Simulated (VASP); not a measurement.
# Ag in VASP: notebook, part 2 of 2

VASP 6.6.1. Earlier steps stand in the parts before.

## (6) Single point, LDA (strain +0.025 along x and y, +0.025 along z)

INCAR

```
SYSTEM = Ag
  PREC = Accurate
  ENCUT = 520
  EDIFF = 1E-6
  ISMEAR = 0
  SIGMA = 0.15
  LREAL = .FALSE.
  LASPH = .TRUE.
  NELM = 60
  ALGO = Fast
  ISIF = 2
  LWAVE = .FALSE.
  LCHARG = .FALSE.
  NBANDS = 12
```

KPOINTS

```
Automatic mesh
0
G
  20 20 20
  0 0 0
```

POSCAR

```
Ag
1.0
   -1.6970453500      1.6970453500      1.6970453500
    1.6970453500     -1.6970453500      1.6970453500
    1.6970453500      1.6970453500     -1.6970453500
Ag
1
Direct
    0.0000000000      0.0000000000      0.0000000000
```

Potentials or basis: VASP PAW LDA potentials, release 64 (Ag).

Launch:

```sh
$ cat potpaw_LDA.64/Ag/POTCAR > POTCAR
$ mpirun -np 1 vasp_std > vasp.out
```

OUTCAR:

```text
SYSTEM = Ag
   PREC = Accurate
   ENCUT = 520
   EDIFF = 1E-6
   ISMEAR = 0
   LREAL = .FALSE.
   LASPH = .TRUE.
   NELM = 60
   ISIF = 2

 ion  position               nearest neighbor table
   1  0.000  0.000  0.000-

  LATTYP: Found a body centered cubic cell.
 ALAT       =     3.3940907000

  Lattice vectors:

 A1 = (  -1.6970453500,   1.6970453500,   1.6970453500)
 A2 = (   1.6970453500,  -1.6970453500,   1.6970453500)
 A3 = (   1.6970453500,   1.6970453500,  -1.6970453500)

Analysis of symmetry for initial positions (statically):
=====================================================================
 Subroutine PRICEL returns:
 Original cell was already a primitive cell.

 Routine SETGRP: Setting up the symmetry group for a
 body centered cubic supercell.

 Subroutine GETGRP returns: Found 48 space group operations
 (whereof 48 operations were pure point group operations)
 out of a pool of 48 trial point group operations.

The static configuration has the point symmetry O_h .

Analysis of symmetry for dynamics (positions and initial velocities):
=====================================================================
 Subroutine PRICEL returns:
 Original cell was already a primitive cell.

 Routine SETGRP: Setting up the symmetry group for a
 body centered cubic supercell.

 Subroutine GETGRP returns: Found 48 space group operations
 (whereof 48 operations were pure point group operations)
 out of a pool of 48 trial point group operations.

The dynamic configuration has the point symmetry O_h .

 Subroutine INISYM returns: Found 48 space group operations
 (whereof 48 operations are pure point group operations),
 and found     1 'primitive' translations

----------------------------------------------------------------------------------------

                                     Primitive cell

  volume of cell :      19.5497

  direct lattice vectors                    reciprocal lattice vectors
    -1.697045350  1.697045350  1.697045350     0.000000000  0.294629722  0.294629722
     1.697045350 -1.697045350  1.697045350     0.294629722  0.000000000  0.294629722
     1.697045350  1.697045350 -1.697045350     0.294629722  0.294629722  0.000000000

  length of vectors
     2.939368769  2.939368769  2.939368769     0.416669349  0.416669349  0.416669349

  position of ions in fractional coordinates (direct lattice)
     0.000000000  0.000000000  0.000000000

  ion indices of the primitive-cell ions
   primitive index   ion index
                 1           1

----------------------------------------------------------------------------------------

 KPOINTS: Automatic mesh

Automatic generation of k-mesh.
 Grid dimensions read from file:
 generate k-points for:   20   20   20

 Generating k-lattice:

  Cartesian coordinates                     Fractional coordinates (reciprocal lattice)
     0.000000000  0.014731486  0.014731486     0.050000000  0.000000000  0.000000000
     0.014731486  0.000000000  0.014731486     0.000000000  0.050000000  0.000000000
     0.014731486  0.014731486  0.000000000     0.000000000  0.000000000  0.050000000

  Length of vectors
     0.020833467  0.020833467  0.020833467

  Shift w.r.t. Gamma in fractional coordinates (k-lattice)
     0.000000000  0.000000000  0.000000000

 Subroutine IBZKPT returns following result:
 ===========================================

 Found    256 irreducible k-points:

 Following reciprocal coordinates:
            Coordinates               Weight
  0.000000  0.000000  0.000000      1.000000
  0.050000  0.000000  0.000000     12.000000
  0.100000  0.000000  0.000000     12.000000
  0.150000  0.000000  0.000000     12.000000
  0.200000  0.000000  0.000000     12.000000
  0.250000  0.000000  0.000000     12.000000
[... 16 lines left out ...]
  0.200000  0.100000 -0.000000     48.000000
  0.250000  0.100000  0.000000     48.000000
 [... further k-points ...]
   k-points           NKPTS =    256   k-points in BZ     NKDIM =    256   number of bands    NBANDS=     12
   number of dos      NEDOS =    301   number of ions     NIONS =      1
   total plane-waves  NPLWV =  13824
   dimension x,y,z NGX =    24 NGY =   24 NGZ =   24
   dimension x,y,z NGXF=    48 NGYF=   48 NGZF=   48
   ions per type =               1
   NGX,Y,Z   is equivalent  to a cutoff of  13.57, 13.57, 13.57 a.u.
   NGXF,Y,Z  is equivalent  to a cutoff of  27.15, 27.15, 27.15 a.u.
 SYSTEM =  Ag
   PREC   = accura    normal or accurate (medium, high low for compatibility)
   ISTART =      0    job   : 0-new  1-cont  2-samecut
   ICHARG =      2    charge: 1-file 2-atom 10-const
   ISPIN  =      1    spin polarized calculation?
   LNONCOLLINEAR =      F non collinear calculations
   LSORBIT =      F    spin-orbit coupling
   LASPH  =      T    aspherical Exc in radial PAW
   ENCUT  =  520.0 eV  38.22 Ry    6.18 a.u.   5.47  5.47  5.47*2*pi/ulx,y,z
   NELM   =     60;   NELMIN=  2; NELMDL= -5     # of ELM steps
   EDIFF  = 0.1E-05   stopping-criterion for ELM
   LREAL  =      F    real-space projection
   EDIFFG = 0.1E-04   stopping-criterion for IOM
   NSW    =      0    number of steps for IOM
   IBRION =     -1    ionic relax: 0-MD 1-quasi-New 2-CG
   NFREE  =      0    steps in history (QN), initial steepest desc. (CG)
   ISIF   =      2    stress and relaxation
   ISYM   =      2    0-nonsym 1-usesym 2-fastsym
   POTIM  = 0.5000    time-step for ionic-motion
   TEBEG  =    0.0;   TEEND  =   0.0 temperature during run
   PSTRESS=    0.0 pullay stress
   NELECT =      11.0000    total number of electrons
   NUPDOWN=      -1.0000    fix difference up-down
   EMIN   =  10.00;   EMAX   =-10.00  energy-range for DOS
   EFERMI =   0.00;   METHOD = LEGACY
   ISMEAR =     0;   SIGMA  =   0.15  broadening in eV -4-tet -1-fermi 0-gaus
   EFERMI_NEDOS =   21; number of points for ismear=-14 and -15
   IALGO  =     68    algorithm
   IMIX   =      4    mixing-type and parameters
     AMIX     =   0.40;   BMIX     =  1.00
     AMIX_MAG =   1.60;   BMIX_MAG =  1.00
  volume/ion in A,a.u.               =      19.55       131.93
  Fermi-wavevector in a.u.,A,eV,Ry     =   1.351530  2.554021 24.852847  1.826633
  Thomas-Fermi vector in A             =   2.478944
   LORBIT       =      0    0 simple, 1 ext, 2 COOP (PROOUT), +10 PAW based schemes
   GGA     = CA    functional components
   LHFCALC =     F    Hartree Fock is set to
   AEXX    =    0.0000 exact exchange contribution
   IVDW    =     0    specifies the selected vdW correction
   LEPSILON=     F    determine dielectric tensor
   LRPA    =     F    only Hartree local field effects (RPA)
 non-spin polarized calculation
 RMM-DIIS sequential band-by-band and
 Gauss-broadening in eV      SIGMA  =   0.15
  energy-cutoff  :      520.00
  volume of cell :       19.55
 maximum number of plane-waves:       543
 NGX is ok and might be reduce to    24
   NGX = 11   NGY = 11   NGZ = 11

 number of electron      11.0000000 magnetization

 Free energy of the ion-electron system (eV)
  ---------------------------------------------------
  ext. energy  EPLUGINS =         0.00000000
  ---------------------------------------------------
  free energy    TOTEN  =        -3.54615365 eV

  energy without entropy =       -3.54190329  energy(sigma->0) =       -3.54402847

 E-fermi :   6.3747     XC(G=0): -11.7966

 val. band max:        6.3413392661   @ k =   0.3500   0.1000   0.0500
 cond. band min:       6.3962852603   @ k =  -0.4000   0.4500   0.1000
 fundamental gap:      0.0549459942
 Fermi energy:         6.3747188028

 k-point     1 :       0.0000    0.0000    0.0000
  band No.  band energies     occupation
      1      -0.5044      2.00000
      2       1.9433      2.00000
      3       1.9433      2.00000
      4       1.9433      2.00000
      5       3.0304      2.00000
      6       3.0304      2.00000
      7      23.8110      0.00000
      8      23.8110      0.00000
      9      23.8110      0.00000
     10      27.9318      0.00000
     11      27.9318      0.00000
     12      27.9318      0.00000
[... 331 lines left out ...]
 k-point    24 :       0.2500    0.1000    0.0000
  band No.  band energies     occupation
      1       1.0652      2.00000
      2       1.5684      2.00000
      3       2.4323      2.00000
      4       2.8392      2.00000
      5       3.1158      2.00000
      6       3.7807      2.00000
      7      15.5377      0.00000
      8      19.0789      0.00000
      9      20.9850      0.00000
     10      24.7918      0.00000
     11      27.2937      0.00000
     12      27.8765      0.00000

 [... further k-points ...]
[... 5 lines left out ...]
  --------------------------------------------------------------------------------------
  -------------------------------------------------------------------------------------
  Total       -1.8086693     -1.8086693     -1.8086693      0.0000000      0.0000000     -0.0000000
  in kB     -148.2277168   -148.2277168   -148.2277168      0.0000000      0.0000000     -0.0000000
  external PRESSURE =    -148.2277168 kB  Pullay stress =       0.0000000 kB

 VOLUME and BASIS-vectors are now :
 -----------------------------------------------------------------------------
  energy-cutoff  :      520.00
  volume of cell :       19.55
      direct lattice vectors                 reciprocal lattice vectors
    -1.697045350  1.697045350  1.697045350     0.000000000  0.294629722  0.294629722
     1.697045350 -1.697045350  1.697045350     0.294629722  0.000000000  0.294629722
     1.697045350  1.697045350 -1.697045350     0.294629722  0.294629722  0.000000000

 POSITION                                       TOTAL-FORCE (eV/Angst)
 -----------------------------------------------------------------------------------
      0.00000      0.00000      0.00000         0.000000     -0.000000      0.000000
 -----------------------------------------------------------------------------------
    total drift:                               -0.000000      0.000000     -0.000000

  FREE ENERGIE OF THE ION-ELECTRON SYSTEM (eV)
  ---------------------------------------------------
  free  energy   TOTEN  =        -3.5461536482 eV

  energy  without entropy=       -3.5419032923  energy(sigma->0) =       -3.54402847
```

OSZICAR:

```text
N       E                     dE             d eps       ncg     rms          rms(c)
DAV:   1     0.503020133426E+02    0.50302E+02   -0.53637E+03  6232   0.806E+02
DAV:   2    -0.300701197377E+01   -0.53309E+02   -0.50383E+02  7120   0.187E+02
DAV:   3    -0.380398431908E+01   -0.79697E+00   -0.79653E+00  7148   0.244E+01
DAV:   4    -0.380657221577E+01   -0.25879E-02   -0.25878E-02  6908   0.146E+00
DAV:   5    -0.380659522385E+01   -0.23008E-04   -0.23007E-04  7072   0.123E-01    0.392E+00
RMM:   6    -0.355489055025E+01    0.25170E+00   -0.44702E-01  6151   0.585E+00    0.263E+00
RMM:   7    -0.354940339991E+01    0.54872E-02   -0.52088E-03  6769   0.798E-01    0.155E+00
RMM:   8    -0.354614409612E+01    0.32593E-02   -0.55356E-04  7047   0.261E-01    0.933E-02
RMM:   9    -0.354615460125E+01   -0.10505E-04   -0.51532E-05  7239   0.603E-02    0.256E-02
RMM:  10    -0.354615349683E+01    0.11044E-05   -0.92279E-06  7158   0.260E-02    0.678E-03
RMM:  11    -0.354615364820E+01   -0.15137E-06   -0.22532E-06  5827   0.100E-02
   1 F= -.35461536E+01 E0= -.35440285E+01  d E =-.425036E-02
```

stdout:

```text
POSCAR found type information on POSCAR Ag
 POSCAR found :  1 types and       1 ions
 scaLAPACK will be used
 LDA part: xc-table for (Slater(with rela. corr.)+CA(PZ))
 , standard interpolation
 POSCAR, INCAR and KPOINTS ok, starting setup
 FFT: planning ... GRIDC
 FFT: planning ... GRID_SOFT
 FFT: planning ... GRID
 WAVECAR not read
 entering main loop
```

Wall time 57 s (1 thread of Intel Xeon 8259CL, shared host); peak memory 0.17 GiB.

What came out:

```
Free energy            : -3.5462 eV
Pressure               : -14.8 GPa
Band gap on the k mesh : zero (an odd number of electrons rules out a gap without spin polarisation)
```

Levels at points of the mesh, in eV from the Fermi level:
| k point | band 3 | band 4 | band 5 | band 6 | band 7 | band 8 |
| --- | --- | --- | --- | --- | --- | --- |
| (0.00, 0.00, 0.00) | -4.43 | -4.43 | -3.34 | -3.34 | 17.44 | 17.44 |
| (0.50, 0.00, 0.00) | -3.40 | -3.26 | -2.55 | 0.21 | 3.37 | 12.78 |
| (0.50, 0.50, 0.50) | -2.74 | -2.74 | -2.74 | 6.42 | 6.42 | 6.42 |

Caveat: the cell differs from its parent crystal (strain +0.025 along x and y, +0.025 along z); the cell stands under tension.

## (7) The runs side by side

| cell | gap on the mesh (eV) | pressure (GPa) |
| --- | --- | --- |
| a = 2.892 Å, angles 110.1, 110.1, 108.1°, 1 atom | none | -12.7 |
| a = 2.892 Å, angles 108.1, 108.1, 112.1°, 1 atom | none | -12.7 |
| a = 2.724 Å, angles 109.5°, 1 atom | none | 5.2 |
| a = 2.796 Å, angles 109.5°, 1 atom | none | -5.0 |
| a = 2.939 Å, angles 109.5°, 1 atom | none | -14.8 |

Alike in all rows: task single point; level LDA; potentials or basis VASP PAW LDA potentials, release 64 (Ag); no spin polarisation; k mesh 20 × 20 × 20; cutoff (eV) 520; smearing gaussian 0.15 eV.

Caveats: the cell stands under tension (at least some runs); the cell stands under pressure (at least some runs).

Absolute energies hang on the potentials; compare differences alone.
